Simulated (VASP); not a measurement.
Write the native input for VASP 6.6.1 that does the following.

```
Task                   : single point
Functional             : PBE
Potentials or basis    : VASP PAW PBE potentials, release 64 (C)
Cutoff                 : 520 eV
k mesh                 : 21 × 21 × 6
Occupations            : gaussian, width 0.15 eV
Spin                   : no spin polarisation
Dipole correction      : no
Further INCAR settings : ALGO = Normal; EDIFF = 1e-06; NBANDS = 11
```

The structure of C lies in POSCAR:

```
C
1.0
    2.3431000000      0.0000000000      0.0000000000
   -1.1715500000      2.0291841236      0.0000000000
    0.0000000000      0.0000000000      9.2058000000
C
2
Direct
    0.3333333333      0.6666666667      0.0000000000
    0.6666666667      0.3333333333      0.0000000000
```

The input as run:

INCAR

```
SYSTEM = C
PREC = Accurate
ENCUT = 520
EDIFF = 1E-6
ISMEAR = 0
SIGMA = 0.15
LREAL = .False.
LASPH = .True.
NELM = 60
ALGO = Normal
ISIF = 2
LWAVE = .False.
LCHARG = .False.
GGA = PE
NBANDS = 11
```

KPOINTS

```
regular mesh
0
Gamma
  21 21 6
  0 0 0
```

Potentials or basis: VASP PAW PBE potentials, release 64 (C).

Launch:

```bash
$ cat potpaw_PBE.64/C/POTCAR > POTCAR
$ mpirun -np 1 vasp_std > vasp.out
```

Results of the run:

```yaml
Band_gap_on_the_k_mesh: zero (filled and empty bands touch)
```

Run time: 36 s on 1 thread of Intel(R) Xeon(R) 6975P-C (Granite Rapids), on a shared host, peak memory 0.2 GiB.
